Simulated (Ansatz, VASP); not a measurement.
# NbTe: VASP beside Ansatz

File INCAR:

```
SYSTEM = NbTe
PREC = Accurate ; ENCUT = 520
EDIFF = 1E-6 ; ISMEAR = -1
SIGMA = 0.05 ; LREAL = .False.
LASPH = .True. ; NELM = 150
ALGO = Normal ; ISIF = 2
LWAVE = .False. ; LCHARG = .False.
LMAXMIX = 4 ; LDAU = .True.
LDAUTYPE = 2 ; LDAUL = -1 2
LDAUU = 0 1 ; LDAUJ = 0 0
LDAUPRINT = 1 ; GGA = PS
NBANDS = 16
```

KPOINTS

```
regular mesh
0
Gamma
  8 8 7
  0 0 0
```

File POSCAR:

```
NbTe
1.0
    3.7029743866      0.0000000000      0.0000000000
   -1.8514871933      3.2068698884      0.0000000000
    0.0000000000      0.0000000000      3.6942110000
Te Nb
1 1
Direct
    0.6666666667      0.3333333333      0.0000000000
    0.0000000000      0.0000000000      0.5000000000
```

Contents of input.yaml:

```yaml
crystal:
  lattice:
    - [3.7029743866, 0.0, 0.0]
    - [-1.8514871933, 3.2068698884, 0.0]
    - [0.0, 0.0, 3.694211]
  atoms:
    - { symbol: Te, position: [0.6666666667, 0.3333333333, 0.0] }
    - { symbol: Nb, position: [0.0, 0.0, 0.5] }
hamiltonian:
  xc: pbesol
  pseudopotentials: { kind: paw }
  hubbard: { sites: [{ species: Nb, l: d, u_eff: 1.0 }] }
kpoints:
  mp_grid: { grid: [8, 8, 7] }
scf:
  occupations: { method: fermi_dirac, width: 0.05 }
  n_extra_bands: 6
output:
  forces: true
  stress: true
  eigenvalues: true
  dos: { projected: true, de: 0.05, nscf_kmesh: { grid: [12, 12, 11] } }
```

Alike in both runs: functional PBEsol; k mesh 8 × 8 × 7; occupations fermi-dirac, width 0.05 eV; no spin polarisation; Hubbard terms Nb d U = 1.0 eV.

```csv
,VASP,Ansatz
version,VASP 6.6.1,Ansatz 0.2.0
potentials or method,"VASP PAW PBE potentials, release 64 (Te, Nb_sv)",Ansatz PAW
plane-wave cutoff (eV),520,420
valence electrons in the cell,19,29
task,single point,projected density of states
```

```csv
,VASP,Ansatz,Ansatz less VASP
gap on the k mesh at the Fermi level (eV),none,none,-
pressure (GPa),-4.5,-5.1,-0.58
"traceless stress, the component that is largest in VASP (GPa)",0.26,0.08,-0.178
```

VASP's potentials were made for PBE, not for PBEsol. The programs project onto different local orbitals, so the same U acts differently, and such runs can settle in different states. A gap of «none» marks a metal or a gap that the smearing closes. VASP's potentials hold 19 valence electrons a cell and Ansatz's 29, so a difference there can come from the potentials and not from the codes.

Spin-orbit coupling is off throughout.
